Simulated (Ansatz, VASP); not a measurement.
PbS: VASP beside Ansatz

```
CELL_PARAMETERS angstrom
0.00000 2.96575 2.96575
2.96575 0.00000 2.96575
2.96575 2.96575 0.00000
ATOMIC_POSITIONS crystal
Pb 0.00000 0.00000 0.00000
S 0.50000 0.50000 0.50000
```

Alike in both runs: task single point; functional r2SCAN-based global hybrid; k mesh 5 × 5 × 5; occupations fermi-dirac, width 0.05 eV; no spin polarisation.

|  | VASP | Ansatz |
| --- | --- | --- |
| version | VASP 6.6.1 | Ansatz 0.2.0 |
| potentials or method | VASP PAW PBE potentials, release 64 (Pb_d, S) | Ansatz PAW |
| plane-wave cutoff (eV) | 520 | 500 |
| valence electrons in the cell | 20 | 20 |

Ansatz gave:

| Item | Value |
| --- | --- |
| pressure (GPa) | 0.9 |

What did VASP give for the same quantities?

Pressure (GPa): 0.8.

VASP's potentials were made for PBE, not for r2SCAN-based global hybrid. The functional is the same, so the differences come from potentials, cutoffs and numerics.

Neither program's run includes spin-orbit coupling.
